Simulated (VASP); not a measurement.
## Tb3YPb: relaxation of shape and atoms at fixed volume with PBE

The system is Tb3YPb.

```
Tb Y Pb
1.0
     4.29978    0.00000    0.00000
     0.00000    4.29978    0.00000
     0.00000    0.00000    7.84793
Tb Y Pb
3 1 1
Direct
  0.00000 0.50000 0.66698
  0.00000 0.00000 0.33260
  0.50000 0.00000 0.66698
  0.50000 0.50000 0.10865
  0.00000 0.00000 0.96107
```

- Program: VASP 6.6.1
- Task: relaxation of shape and atoms at fixed volume
- Functional: PBE
- Potentials or basis: VASP PAW PBE potentials, release 64 (Tb_3, Y_sv, Pb_d), 4f in core
- Cutoff: 500 eV
- k mesh: 8 × 8 × 4
- Occupations: gaussian, width 0.1 eV
- Spin: no spin polarisation
- Dipole correction: no
- Further INCAR settings: ALGO = Normal; EDIFF = 1e-07; IBRION = 2; EDIFFG = -0.01; NSW = 50; ISIF = 4

```json
{"Energy gained by relaxing": "0.6 meV/atom", "Ionic steps": "8", "Pressure after relaxing": "5.7 GPa", "Largest force after relaxing": "0.007 eV/Å", "Band gap on the k mesh": "zero (bands 26 and 27 overlap by 0.79 eV)"}
```

Forces in eV/Å, atoms in the order of the input:
```
Tb   0.000  0.000 -0.005
Tb   0.000  0.000  0.001
Tb   0.000  0.000 -0.005
Y    0.000  0.000  0.002
Pb   0.000  0.000  0.007
```

The path:
| step | energy change (eV) | largest force (eV/Å) | pressure (GPa) | volume (Å³) |
| --- | --- | --- | --- | --- |
| 1 | 0.0000 | 0.0811 | 5.88 | 145.09 |
| 2 | -0.0010 | 0.0657 | 5.83 | 145.09 |
| 3 | -0.0012 | 0.0594 | 5.79 | 145.09 |
| 4 | -0.0016 | 0.0538 | 5.77 | 145.09 |
| 5 | -0.0023 | 0.0574 | 5.72 | 145.09 |
| 6 | -0.0027 | 0.0213 | 5.71 | 145.09 |
| 7 | -0.0027 | 0.0137 | 5.70 | 145.09 |
| 8 | -0.0028 | 0.0068 | 5.69 | 145.09 |

Final structure:
```
CELL_PARAMETERS angstrom
4.30030 0.00000 0.00000
0.00000 4.30030 0.00000
0.00000 0.00000 7.84605
ATOMIC_POSITIONS crystal
Tb 0.00000 0.50000 0.66482
Tb 0.00000 0.00000 0.33274
Tb 0.50000 0.00000 0.66482
Y 0.50000 0.50000 0.11373
Pb 0.00000 0.00000 0.96017
```

Levels at points of the mesh, in eV from the Fermi level:
| k point | band 22 | band 23 | band 24 | band 25 | band 26 | band 27 | band 28 | band 29 | band 30 | band 31 |
| --- | --- | --- | --- | --- | --- | --- | --- | --- | --- | --- |
| (0.00, 0.00, 0.00) | -1.94 | -0.92 | -0.86 | -0.86 | -0.74 | -0.57 | 1.55 | 1.55 | 1.69 | 1.99 |
| (0.50, 0.00, 0.00) | -1.18 | -1.16 | -0.88 | -0.30 | -0.17 | 0.62 | 0.82 | 1.59 | 1.67 | 2.09 |
| (0.50, 0.50, 0.00) | -2.30 | -1.38 | -0.51 | -0.51 | -0.47 | 0.49 | 0.49 | 0.96 | 1.11 | 1.11 |
| (0.00, 0.00, 0.50) | -1.88 | -0.77 | -0.56 | -0.54 | -0.54 | -0.32 | 0.95 | 0.95 | 1.30 | 1.52 |
| (0.50, 0.00, 0.50) | -1.15 | -0.97 | -0.61 | -0.38 | 0.22 | 0.77 | 0.94 | 0.98 | 2.06 | 2.27 |
| (0.50, 0.50, 0.50) | -1.80 | -1.61 | -0.27 | -0.14 | -0.14 | 0.34 | 0.34 | 0.57 | 1.37 | 1.37 |

Run time: 14 min on 1 thread of Intel(R) Xeon(R) Platinum 8488C (Sapphire Rapids), with other jobs on the host, peak memory 0.39 GiB.

Caveat: spin-orbit coupling is left out, which moves the levels of the heavy elements; the 4f electrons are frozen in the core, so they carry no moment and show no levels. Spin polarisation is off, so any magnetic state and its effect on volume and gap are missing.
